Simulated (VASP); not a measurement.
# SrO (R-3m) in VASP: notebook

SrO is run at these levels: LDA; tasks: single point.

All numbers are computed with VASP 6.6.1; they aren't measurements. Logs are shortened: lines on timing, memory, paths and dates and some standing lists are left out, and cuts for length are marked.

### Step 1. The cell of the first run

Symmetry: R-3m, No. 166, trigonal system. Conventional cell: a = 3.616 Å, b = 3.616 Å, c = 8.991 Å, α = 90.00°, β = 90.00°, γ = 120.00°. Sr (site symmetry -3m) has 6 O at 2.57 Å within 3.4 Å. O (site symmetry -3m) has 6 Sr at 2.57 Å within 3.4 Å.

### Step 2. Single point, LDA (equal xy, yz and zx shear strains of +1 %)

Contents of INCAR:

```
ALGO = Normal
EDIFF = 1E-6
ENCUT = 520
GGA = CA
ISIF = 2
ISMEAR = -1
LASPH = True
LCHARG = False
LREAL = False
LWAVE = False
NBANDS = 15
NELM = 60
PREC = Accurate
SIGMA = 0.02
```

Contents of KPOINTS:

```
k-points
0
Gamma
  8 8 8
```

Contents of POSCAR:

```
SrO
1.0
    0.0256980000      2.5826490000      2.5826490000
    2.5826490000      0.0256980000      2.5826490000
    2.5826490000      2.5826490000      0.0256980000
Sr O
1 1
Direct
    0.0000000000      0.0000000000      0.0000000000
    0.5000000000      0.5000000000      0.5000000000
```

Potentials or basis: VASP PAW LDA potentials, release 64 (Sr_sv, O).

Launch:

```
$ cat potpaw_LDA.64/Sr_sv/POTCAR potpaw_LDA.64/O/POTCAR > POTCAR
$ mpirun -np 1 vasp_std > vasp.out
```

OUTCAR:

```text
EDIFF = 1E-6
   ENCUT = 520
   GGA = CA
   ISIF = 2
   ISMEAR = -1
   LASPH = True
   LREAL = False
   NELM = 60
   PREC = Accurate

 ion  position               nearest neighbor table
   1  0.000  0.000  0.000-   2 2.57   2 2.57   2 2.57   2 2.57   2 2.57   2 2.57
   2  0.500  0.500  0.500-   1 2.57   1 2.57   1 2.57   1 2.57   1 2.57   1 2.57

  LATTYP: Found a trigonal (rhomboedric) cell.
 ALAT       =     3.6525076457
 COS(alpha) =     0.5099250056

  Lattice vectors:

 A1 = (   0.0256980000,   2.5826490000,   2.5826490000)
 A2 = (   2.5826490000,   0.0256980000,   2.5826490000)
 A3 = (   2.5826490000,   2.5826490000,   0.0256980000)

Analysis of symmetry for initial positions (statically):
=====================================================================
 Subroutine PRICEL returns:
 Original cell was already a primitive cell.

 Routine SETGRP: Setting up the symmetry group for a
 trigonal (rhombohedral) supercell.

 Subroutine GETGRP returns: Found 12 space group operations
 (whereof 12 operations were pure point group operations)
 out of a pool of 12 trial point group operations.

The static configuration has the point symmetry D_3d.

Analysis of symmetry for dynamics (positions and initial velocities):
=====================================================================
 Subroutine PRICEL returns:
 Original cell was already a primitive cell.

 Routine SETGRP: Setting up the symmetry group for a
 trigonal (rhombohedral) supercell.

 Subroutine GETGRP returns: Found 12 space group operations
 (whereof 12 operations were pure point group operations)
 out of a pool of 12 trial point group operations.

The dynamic configuration has the point symmetry D_3d.

 Subroutine INISYM returns: Found 12 space group operations
 (whereof 12 operations are pure point group operations),
 and found     1 'primitive' translations

----------------------------------------------------------------------------------------

                                     Primitive cell

  volume of cell :      33.9387

  direct lattice vectors                    reciprocal lattice vectors
     0.025698000  2.582649000  2.582649000    -0.196513444  0.194577351  0.194577351
     2.582649000  0.025698000  2.582649000     0.194577351 -0.196513444  0.194577351
     2.582649000  2.582649000  0.025698000     0.194577351  0.194577351 -0.196513444

  length of vectors
[... 84 lines left out ...]
   EDIFFG = 0.1E-04   stopping-criterion for IOM
   NSW    =      0    number of steps for IOM
   IBRION =     -1    ionic relax: 0-MD 1-quasi-New 2-CG
   NFREE  =      0    steps in history (QN), initial steepest desc. (CG)
   ISIF   =      2    stress and relaxation
   ISYM   =      2    0-nonsym 1-usesym 2-fastsym
   POTIM  = 0.5000    time-step for ionic-motion
   TEBEG  =    0.0;   TEEND  =   0.0 temperature during run
   PSTRESS=    0.0 pullay stress
   NELECT =      16.0000    total number of electrons
   NUPDOWN=      -1.0000    fix difference up-down
   EMIN   =  10.00;   EMAX   =-10.00  energy-range for DOS
   EFERMI =   0.00;   METHOD = LEGACY
   ISMEAR =    -1;   SIGMA  =   0.02  broadening in eV -4-tet -1-fermi 0-gaus
   EFERMI_NEDOS =   21; number of points for ismear=-14 and -15
   IALGO  =     38    algorithm
   IMIX   =      4    mixing-type and parameters
     AMIX     =   0.40;   BMIX     =  1.00
     AMIX_MAG =   1.60;   BMIX_MAG =  1.00
  volume/ion in A,a.u.               =      16.97       114.51
  Fermi-wavevector in a.u.,A,eV,Ry     =   1.274138  2.407771 22.088059  1.623427
  Thomas-Fermi vector in A             =   2.406922
   LORBIT       =      0    0 simple, 1 ext, 2 COOP (PROOUT), +10 PAW based schemes
   GGA     = CA    functional components
   LHFCALC =     F    Hartree Fock is set to
   AEXX    =    0.0000 exact exchange contribution
   IVDW    =     0    specifies the selected vdW correction
   LEPSILON=     F    determine dielectric tensor
   LRPA    =     F    only Hartree local field effects (RPA)
 non-spin polarized calculation
  energy-cutoff  :      520.00
  volume of cell :       33.94
 maximum number of plane-waves:       934
   NGX = 13   NGY = 13   NGZ = 13

 number of electron      15.9999997 magnetization

 Free energy of the ion-electron system (eV)
  ---------------------------------------------------
  ext. energy  EPLUGINS =         0.00000000
  ---------------------------------------------------
  free energy    TOTEN  =       -13.37305695 eV

  energy without entropy =      -13.37305695  energy(sigma->0) =      -13.37305695

 E-fermi :   1.7407     XC(G=0): -10.5345

 val. band max:        1.3624059767   @ k =   0.0000   0.0000   0.0000
 cond. band min:       4.4482202391   @ k =   0.5000   0.5000   0.0000
 fundamental gap:      3.0858142623
 Fermi energy:         1.7407301283

 k-point     1 :       0.0000    0.0000    0.0000
  band No.  band energies     occupation
      1     -30.7305      2.00000
      2     -13.4110      2.00000
      3     -12.4622      2.00000
      4     -12.4513      2.00000
      5     -12.4513      2.00000
      6       1.3295      2.00000
      7       1.3624      2.00000
      8       1.3624      2.00000
      9       5.1591      0.00000
     10       7.3345      0.00000
     11       7.5191      0.00000
     12       7.5191      0.00000
     13       9.6876      0.00000
     14       9.6876      0.00000
[... 401 lines left out ...]
      2     -14.5928      2.00000
      3     -12.6782      2.00000
      4     -12.4911      2.00000
      5     -11.4638      2.00000
      6      -0.2822      2.00000
      7       0.4336      2.00000
      8       0.8500      2.00000
      9       7.1608      0.00000
     10       7.8568      0.00000
     11       8.8896      0.00000
     12       9.5895      0.00000
     13      11.6376      0.00000
     14      11.9760      0.00000
     15      17.3057      0.00000

 [... further k-points ...]
[... 5 lines left out ...]
  --------------------------------------------------------------------------------------
  -------------------------------------------------------------------------------------
  Total       -0.7405629     -0.7405629     -0.7405629     -0.1226022     -0.1226022     -0.1226022
  in kB      -34.9604514    -34.9604514    -34.9604514     -5.7877978     -5.7877978     -5.7877978
  external PRESSURE =     -34.9604514 kB  Pullay stress =       0.0000000 kB

 VOLUME and BASIS-vectors are now :
 -----------------------------------------------------------------------------
  energy-cutoff  :      520.00
  volume of cell :       33.94
      direct lattice vectors                 reciprocal lattice vectors
     0.025698000  2.582649000  2.582649000    -0.196513444  0.194577351  0.194577351
     2.582649000  0.025698000  2.582649000     0.194577351 -0.196513444  0.194577351
     2.582649000  2.582649000  0.025698000     0.194577351  0.194577351 -0.196513444

 POSITION                                       TOTAL-FORCE (eV/Angst)
 -----------------------------------------------------------------------------------
      0.00000      0.00000      0.00000        -0.000000     -0.000000     -0.000000
      2.59550      2.59550      2.59550         0.000000      0.000000      0.000000
 -----------------------------------------------------------------------------------
    total drift:                                0.000000      0.000000      0.000000

  FREE ENERGIE OF THE ION-ELECTRON SYSTEM (eV)
  ---------------------------------------------------
  free  energy   TOTEN  =       -13.3730569519 eV

  energy  without entropy=      -13.3730569519  energy(sigma->0) =      -13.37305695
```

OSZICAR:

```text
N       E                     dE             d eps       ncg     rms          rms(c)
DAV:   1     0.681583404341E+02    0.68158E+02   -0.84751E+03  1950   0.105E+03
DAV:   2    -0.124505384661E+02   -0.80609E+02   -0.74032E+02  2656   0.224E+02
DAV:   3    -0.154924693342E+02   -0.30419E+01   -0.30266E+01  2531   0.399E+01
DAV:   4    -0.155543232572E+02   -0.61854E-01   -0.61846E-01  2425   0.551E+00
DAV:   5    -0.155559050474E+02   -0.15818E-02   -0.15818E-02  2446   0.692E-01    0.172E+01
DAV:   6    -0.136075690794E+02    0.19483E+01   -0.63898E+00  1985   0.193E+01    0.209E+01
DAV:   7    -0.134222576751E+02    0.18531E+00   -0.34667E-01  2286   0.513E+00    0.115E+01
DAV:   8    -0.133721208385E+02    0.50137E-01   -0.13354E-01  2664   0.333E+00    0.129E+00
DAV:   9    -0.133731692682E+02   -0.10484E-02   -0.65152E-03  2955   0.472E-01    0.321E-01
DAV:  10    -0.133730450701E+02    0.12420E-03   -0.15861E-04  2251   0.134E-01    0.183E-01
DAV:  11    -0.133730549279E+02   -0.98578E-05   -0.82494E-05  2307   0.914E-02    0.204E-02
DAV:  12    -0.133730569265E+02   -0.19985E-05   -0.64412E-06  2392   0.187E-02    0.332E-03
DAV:  13    -0.133730569519E+02   -0.25456E-07   -0.29389E-07  1101   0.486E-03
   1 F= -.13373057E+02 E0= -.13373057E+02  d E =-.246361E-10
```

stdout:

```text
POSCAR found type information on POSCAR SrO
 POSCAR found :  2 types and       2 ions
 scaLAPACK will be used
 LDA part: xc-table for (Slater(with rela. corr.)+CA(PZ))
 , standard interpolation
 POSCAR, INCAR and KPOINTS ok, starting setup
 FFT: planning ... GRIDC
 FFT: planning ... GRID_SOFT
 FFT: planning ... GRID
 WAVECAR not read
 entering main loop
```

Wall time 29 s (1 thread of AMD EPYC 7R43 (Zen 3), shared host); peak memory 0.13 GiB.

Results:

- Free energy: -13.3731 eV
- Pressure: -3.5 GPa
- Band gap on the k mesh: 3.09 eV, indirect (least direct gap 3.17 eV)

Stress tensor (GPa, compression positive):
```
-3.50 -0.58 -0.58
-0.58 -3.50 -0.58
-0.58 -0.58 -3.50
```

Caveat: the cell differs from its parent crystal (equal xy, yz and zx shear strains of +1 %). A k mesh can miss the band edges.

### Step 3. Single point, LDA (equal xy, yz and zx shear strains of +3 %)

Contents of INCAR:

```
SYSTEM = SrO
ALGO     = Normal         ! electronic algorithm
EDIFF    = 1E-7           ! SCF threshold, eV
ENCUT    = 520            ! plane-wave cutoff, eV
ISIF     = 2              ! what is computed and relaxed
ISMEAR   = -1             ! smearing method
LASPH    = .True.         ! aspherical terms in the spheres
LCHARG   = .False.        ! write CHGCAR
LREAL    = .False.        ! projectors in reciprocal space
LWAVE    = .False.        ! write WAVECAR
NBANDS   = 15             ! bands
NELM     = 60             ! most SCF steps
PREC     = Accurate       ! precision mode
SIGMA    = 0.02           ! smearing width, eV
```

Contents of KPOINTS:

```
k-points
0
Gamma
  8 8 8
  0 0 0
```

Contents of POSCAR:

```
SrO
1.0
    0.0770940000      2.6083470000      2.6083470000
    2.6083470000      0.0770940000      2.6083470000
    2.6083470000      2.6083470000      0.0770940000
Sr O
1 1
Direct
    0.0000000000      0.0000000000      0.0000000000
    0.5000000000      0.5000000000      0.5000000000
```

Potentials or basis: VASP PAW LDA potentials, release 64 (Sr_sv, O).

Launch:

```
$ cat potpaw_LDA.64/Sr_sv/POTCAR potpaw_LDA.64/O/POTCAR > POTCAR
$ mpirun -np 1 vasp_std > vasp.out
```

Run time: 29 s. Hardware: 1 thread of AMD EPYC 7R43 (Zen 3), shared host; peak memory 0.13 GiB.

It converged, with:

```
Free energy            : -13.3585 eV
Pressure               : -3.5 GPa
Band gap on the k mesh : 3.05 eV, indirect (least direct gap 3.13 eV)
```

Stress tensor (GPa, compression positive):
```
-3.52 -1.82 -1.82
-1.82 -3.52 -1.82
-1.82 -1.82 -3.52
```

Levels at points of the mesh, in eV from the valence-band top:
```csv
k point,band 5,band 6,band 7,band 8,band 9,band 10,band 11,band 12
"(0.00, 0.00, 0.00)",-13.84,-0.10,0.00,0.00,3.75,5.73,6.23,6.23
"(0.50, 0.00, 0.00)",-12.59,-2.29,-1.35,-1.14,6.39,8.27,8.60,9.12
"(0.50, 0.50, 0.00)",-14.22,-0.47,-0.16,-0.08,3.05,7.70,10.11,10.16
"(0.50, 0.50, 0.50)",-12.46,-2.29,-1.06,-1.06,6.28,8.19,8.56,8.56
```

Caveat: the cell differs from its parent crystal (equal xy, yz and zx shear strains of +3 %). A k mesh can miss the band edges.
